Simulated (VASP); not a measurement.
# V2SiN2 (P1) in VASP: single point with PBE

Aim: the single point of V2SiN2 with PBE.

Everything below comes from runs of VASP 6.6.1. Logs are shortened: lines on timing, memory, paths and dates and some standing lists are left out, and cuts for length are marked.

## Step 1: The cell of the first run

The typed cell holds 10 atoms: a = 4.277 Å, b = 4.313 Å, c = 6.861 Å, α = 84.27°, β = 85.67°, γ = 62.01°.

## Step 2: Single point, PBE

Input file INCAR:

```
SYSTEM = V2SiN2
  ALGO = Normal
  EDIFF = 1E-7
  ENCUT = 520
  GGA = PE
  ISIF = 2
  ISMEAR = 0
  LASPH = .True.
  LCHARG = .False.
  LREAL = .False.
  LWAVE = .False.
  NBANDS = 51
  NELM = 100
  PREC = Accurate
  SIGMA = 0.1
```

Input file KPOINTS:

```
k-points
0
Gamma
  4 4 4
  0 0 0
```

Input file POSCAR:

```
V2SiN2
1.0
    4.2773476528      0.0000000000      0.0000000000
    2.0236371419      3.8082689639      0.0000000000
    0.5179868646      0.5002624528      6.8234344758
V Si N
4 2 4
Direct
    0.7660302168      0.4562379225      0.9854521953
    0.4915954159      0.7550475742      0.4901175950
    0.2063175376      0.4571250925      0.2514555033
    0.3891287618      0.2184868396      0.7507149289
    0.9108077507      0.0820265502      0.3254614080
    0.0366103409      0.8977563675      0.7972066380
    0.6885700238      0.6500287622      0.2286163046
    0.7411038632      0.7117156262      0.7274070488
    0.2515334961      0.5187090966      0.9686051199
    0.5183025931      0.2528661687      0.4749632581
```

Potentials or basis: VASP PAW PBE potentials, release 64 (V_sv, Si, N).

On the command line:

```sh
$ cat potpaw_PBE.64/V_sv/POTCAR potpaw_PBE.64/Si/POTCAR potpaw_PBE.64/N/POTCAR > POTCAR
$ mpirun -np 1 vasp_std > vasp.out
```

OUTCAR:

```text
SYSTEM = V2SiN2
   EDIFF = 1E-7
   ENCUT = 520
   GGA = PE
   ISIF = 2
   ISMEAR = 0
   LASPH = .True.
   LREAL = .False.
   NELM = 100
   PREC = Accurate

 ion  position               nearest neighbor table
   1  0.766  0.456  0.985-   7 1.88   8 1.97   9 2.10   9 2.21   6 2.57   5 2.64   3 2.72   4 2.80
                             6 2.83   3 2.90   4 2.92
   2  0.492  0.755  0.490-   7 1.93   8 1.96  10 2.13  10 2.19   5 2.50   6 2.67   4 2.68   3 2.83
                             5 2.87   5 2.89
   3  0.206  0.457  0.251-   9 1.94  10 1.96   7 1.98   5 2.47   5 2.48   1 2.72   5 2.73   2 2.83
                             1 2.90
   4  0.389  0.218  0.751-  10 1.94   9 1.95   8 2.00   6 2.47   6 2.48   6 2.63   2 2.68   1 2.80
                             1 2.92
   5  0.911  0.082  0.325-  10 1.77   7 2.22   3 2.47   3 2.48   2 2.50   1 2.64   3 2.73   2 2.87
                             2 2.89
   6  0.037  0.898  0.797-   9 1.81   8 1.89   4 2.47   4 2.48   1 2.57   4 2.63   2 2.67   1 2.83

   7  0.689  0.650  0.229-   1 1.88   2 1.93   3 1.98   5 2.22
   8  0.741  0.712  0.727-   6 1.89   2 1.96   1 1.97   4 2.00
   9  0.252  0.519  0.969-   6 1.81   3 1.94   4 1.95   1 2.10   1 2.21
  10  0.518  0.253  0.475-   5 1.77   4 1.94   3 1.96   2 2.13   2 2.19

  LATTYP: Found a triclinic cell.
 ALAT       =     4.3125421486
 B/A-ratio  =     2.4281965962
 C/A-ratio  =     4.3263920024
 COS(alpha) =     0.0063421018
 COS(beta)  =     0.6432643180
 COS(gamma) =     0.7582585206

  Lattice vectors:

 A1 = (  -2.0236371419,  -3.8082689639,   0.0000000000)
 A2 = (  -3.5292874192,  -7.1162754750,   6.8234344758)
 A3 = (  -9.3605956658,  -8.6170628334, -13.6468689516)

Analysis of symmetry for initial positions (statically):
=====================================================================
 Subroutine PRICEL returns:
 Original cell was already a primitive cell.

 Routine SETGRP: Setting up the symmetry group for a
 triclinic supercell.

 Subroutine GETGRP returns: Found  1 space group operations
 (whereof  1 operations were pure point group operations)
 out of a pool of  2 trial point group operations.

The static configuration has the point symmetry C_1 .

Analysis of symmetry for dynamics (positions and initial velocities):
=====================================================================
 Subroutine PRICEL returns:
 Original cell was already a primitive cell.

 Routine SETGRP: Setting up the symmetry group for a
 triclinic supercell.

 Subroutine GETGRP returns: Found  1 space group operations
 (whereof  1 operations were pure point group operations)
 out of a pool of  2 trial point group operations.

The dynamic configuration has the point symmetry C_1 .

 Subroutine INISYM returns: Found  1 space group operations
 (whereof  1 operations are pure point group operations),
 and found     1 'primitive' translations

----------------------------------------------------------------------------------------

                                     Primitive cell

  volume of cell :     111.1489

  direct lattice vectors                    reciprocal lattice vectors
     4.277347653  0.000000000  0.000000000     0.233789741 -0.124231142 -0.008639614
     2.023637142  3.808268964  0.000000000     0.000000000  0.262586495 -0.019251619
     0.517986865  0.500262453  6.823434476     0.000000000  0.000000000  0.146553763

  length of vectors
     4.277347653  4.312542149  6.861328658     0.264888019  0.263291269  0.146553763

  position of ions in fractional coordinates (direct lattice)
     0.766030217  0.456237923  0.985452195
     0.491595416  0.755047574  0.490117595
     0.206317538  0.457125093  0.251455503
     0.389128762  0.218486840  0.750714929
     0.910807751  0.082026550  0.325461408
     0.036610341  0.897756368  0.797206638
     0.688570024  0.650028762  0.228616305
     0.741103863  0.711715626  0.727407049
     0.251533496  0.518709097  0.968605120
     0.518302593  0.252866169  0.474963258

  ion indices of the primitive-cell ions
   primitive index   ion index
                 1           1
                 2           2
                 3           3
                 4           4
                 5           5
                 6           6
                 7           7
                 8           8
                 9           9
                10          10

----------------------------------------------------------------------------------------

 KPOINTS: k-points

Automatic generation of k-mesh.
 Grid dimensions read from file:
 generate k-points for:    4    4    4

 Generating k-lattice:

  Cartesian coordinates                     Fractional coordinates (reciprocal lattice)
     0.058447435 -0.031057786 -0.002159903     0.250000000 -0.000000000 -0.000000000
     0.000000000  0.065646624 -0.004812905     0.000000000  0.250000000  0.000000000
     0.000000000  0.000000000  0.036638441     0.000000000  0.000000000  0.250000000

  Length of vectors
     0.066222005  0.065822817  0.036638441

  Shift w.r.t. Gamma in fractional coordinates (k-lattice)
     0.000000000  0.000000000  0.000000000

 Subroutine IBZKPT returns following result:
 ===========================================

 Found     36 irreducible k-points:

 Following reciprocal coordinates:
            Coordinates               Weight
  0.000000  0.000000  0.000000      1.000000
  0.250000  0.000000  0.000000      2.000000
  0.500000  0.000000  0.000000      1.000000
  0.000000  0.250000  0.000000      2.000000
  0.250000  0.250000  0.000000      2.000000
  0.500000  0.250000  0.000000      2.000000
[... 16 lines left out ...]
  0.000000 -0.250000  0.250000      2.000000
  0.250000 -0.250000  0.250000      2.000000
 [... further k-points ...]
   k-points           NKPTS =     36   k-points in BZ     NKDIM =     36   number of bands    NBANDS=     51
   number of dos      NEDOS =    301   number of ions     NIONS =     10
   total plane-waves  NPLWV =  55296
   dimension x,y,z NGX =    32 NGY =   32 NGZ =   54
   dimension x,y,z NGXF=    64 NGYF=   64 NGZF=  108
   ions per type =               4   2   4
   NGX,Y,Z   is equivalent  to a cutoff of  12.44, 12.34, 13.08 a.u.
   NGXF,Y,Z  is equivalent  to a cutoff of  24.87, 24.67, 26.17 a.u.
 SYSTEM =  V2SiN2
   PREC   = accura    normal or accurate (medium, high low for compatibility)
   ISTART =      0    job   : 0-new  1-cont  2-samecut
   ICHARG =      2    charge: 1-file 2-atom 10-const
   ISPIN  =      1    spin polarized calculation?
   LNONCOLLINEAR =      F non collinear calculations
   LSORBIT =      F    spin-orbit coupling
   LASPH  =      T    aspherical Exc in radial PAW
   ENCUT  =  520.0 eV  38.22 Ry    6.18 a.u.   7.95  8.02 12.76*2*pi/ulx,y,z
   NELM   =    100;   NELMIN=  2; NELMDL= -5     # of ELM steps
   EDIFF  = 0.1E-06   stopping-criterion for ELM
   LREAL  =      F    real-space projection
   EDIFFG = 0.1E-05   stopping-criterion for IOM
   NSW    =      0    number of steps for IOM
   IBRION =     -1    ionic relax: 0-MD 1-quasi-New 2-CG
   NFREE  =      0    steps in history (QN), initial steepest desc. (CG)
   ISIF   =      2    stress and relaxation
   ISYM   =      2    0-nonsym 1-usesym 2-fastsym
   POTIM  = 0.5000    time-step for ionic-motion
   TEBEG  =    0.0;   TEEND  =   0.0 temperature during run
   PSTRESS=    0.0 pullay stress
   NELECT =      80.0000    total number of electrons
   NUPDOWN=      -1.0000    fix difference up-down
   EMIN   =  10.00;   EMAX   =-10.00  energy-range for DOS
   EFERMI =   0.00;   METHOD = LEGACY
   ISMEAR =     0;   SIGMA  =   0.10  broadening in eV -4-tet -1-fermi 0-gaus
   EFERMI_NEDOS =   21; number of points for ismear=-14 and -15
   IALGO  =     38    algorithm
   IMIX   =      4    mixing-type and parameters
     AMIX     =   0.40;   BMIX     =  1.00
     AMIX_MAG =   1.60;   BMIX_MAG =  1.00
  volume/ion in A,a.u.               =      11.11        75.01
  Fermi-wavevector in a.u.,A,eV,Ry     =   1.467134  2.772481 29.286295  2.152482
  Thomas-Fermi vector in A             =   2.582788
   LORBIT       =      0    0 simple, 1 ext, 2 COOP (PROOUT), +10 PAW based schemes
   GGA     = PE    functional components
   LHFCALC =     F    Hartree Fock is set to
   AEXX    =    0.0000 exact exchange contribution
   IVDW    =     0    specifies the selected vdW correction
   LEPSILON=     F    determine dielectric tensor
   LRPA    =     F    only Hartree local field effects (RPA)
 non-spin polarized calculation
 Gauss-broadening in eV      SIGMA  =   0.10
  energy-cutoff  :      520.00
  volume of cell :      111.15
 maximum number of plane-waves:      3020
   NGX = 15   NGY = 17   NGZ = 25

 number of electron      79.9999988 magnetization

 Free energy of the ion-electron system (eV)
  ---------------------------------------------------
  ext. energy  EPLUGINS =         0.00000000
  ---------------------------------------------------
  free energy    TOTEN  =       -84.36797672 eV

  energy without entropy =      -84.34372903  energy(sigma->0) =      -84.35585288

 E-fermi :   9.1203     XC(G=0): -12.0898

 val. band max:        9.1106785680   @ k =   0.2500   0.0000   0.2500
 cond. band min:       9.1211048962   @ k =   0.0000   0.5000   0.0000
 fundamental gap:      0.0104263282
 Fermi energy:         9.1202858824

 k-point     1 :       0.0000    0.0000    0.0000
  band No.  band energies     occupation
      1     -55.5387      2.00000
      2     -55.4361      2.00000
      3     -55.4217      2.00000
      4     -55.3578      2.00000
      5     -29.5753      2.00000
      6     -29.5213      2.00000
[... 43 lines left out ...]
     50      11.4787      0.00000
     51      11.9323      0.00000
[... 1240 lines left out ...]
     50      11.7544      0.00000
     51      12.2044      0.00000

 [... further k-points ...]

------------------------ aborting loop because EDIFF is reached ----------------------------------------

  FORCE on cell =-STRESS in cart. coord.  units (eV):
  Direction    XX          YY          ZZ          XY          YZ          ZX
  --------------------------------------------------------------------------------------
  -------------------------------------------------------------------------------------
  Total        0.9596767      1.4379537      1.4592506     -0.5260240     -0.1241438     -0.2486645
  in kB       13.8334445     20.7276610     21.0346495     -7.5824743     -1.7894952     -3.5844220
  external PRESSURE =      18.5319183 kB  Pullay stress =       0.0000000 kB

 VOLUME and BASIS-vectors are now :
 -----------------------------------------------------------------------------
  energy-cutoff  :      520.00
  volume of cell :      111.15
      direct lattice vectors                 reciprocal lattice vectors
     4.277347653  0.000000000  0.000000000     0.233789741 -0.124231142 -0.008639614
     2.023637142  3.808268964  0.000000000     0.000000000  0.262586495 -0.019251619
     0.517986865  0.500262453  6.823434476     0.000000000  0.000000000  0.146553763

 POSITION                                       TOTAL-FORCE (eV/Angst)
 -----------------------------------------------------------------------------------
      4.71029      2.23046      6.72417        -0.066856      0.046761     -0.175821
      3.88454      3.12061      3.34429        -0.086744     -0.010477      0.005985
      1.93780      1.86665      1.71579         0.187558      0.198816      0.053658
      2.49544      1.20761      5.12245        -0.049762     -0.001218      0.153688
      4.23042      0.47520      2.22076         0.051520      0.028601     -0.202189
      2.38627      3.81771      5.43969         0.124435     -0.098635      0.061664
      4.37910      2.58985      1.55995        -0.255514     -0.112932      0.054795
      4.98700      3.07430      4.96341         0.085207     -0.048970     -0.076744
      2.62730      2.45994      6.60921         0.024710     -0.049805      0.208555
      2.97469      1.20059      3.24088        -0.014554      0.047860     -0.083591
 -----------------------------------------------------------------------------------
    total drift:                                0.000177      0.000766      0.001253

  FREE ENERGIE OF THE ION-ELECTRON SYSTEM (eV)
  ---------------------------------------------------
  free  energy   TOTEN  =       -84.3679767228 eV

  energy  without entropy=      -84.3437290344  energy(sigma->0) =      -84.35585288
```

It took 7.9 min on 1 thread of Intel Xeon 8259CL, shared host; peak memory 0.32 GiB.

What came out:

```yaml
Free_energy: -84.3680 eV
Pressure: 1.9 GPa
Largest_force: 0.285 eV/Å
Band_gap_on_the_k_mesh: zero (bands 40 and 41 overlap by 0.11 eV)
```

Forces on the atoms (eV/Å):
```
V   -0.067  0.047 -0.176
V   -0.087 -0.010  0.006
V    0.188  0.199  0.054
V   -0.050 -0.001  0.154
Si   0.052  0.029 -0.202
Si   0.124 -0.099  0.062
N   -0.256 -0.113  0.055
N    0.085 -0.049 -0.077
N    0.025 -0.050  0.209
N   -0.015  0.048 -0.084
```

Stress tensor (GPa, compression positive):
```
 1.38 -0.76 -0.36
-0.76  2.07 -0.18
-0.36 -0.18  2.10
```

Caveat: the k points lie up to 0.42 Å⁻¹ apart; the run has no spin polarisation, though such a crystal can be magnetic. With open d or f shells a metallic result of PBE can be an artefact of self-interaction; +U or a hybrid may open a gap.
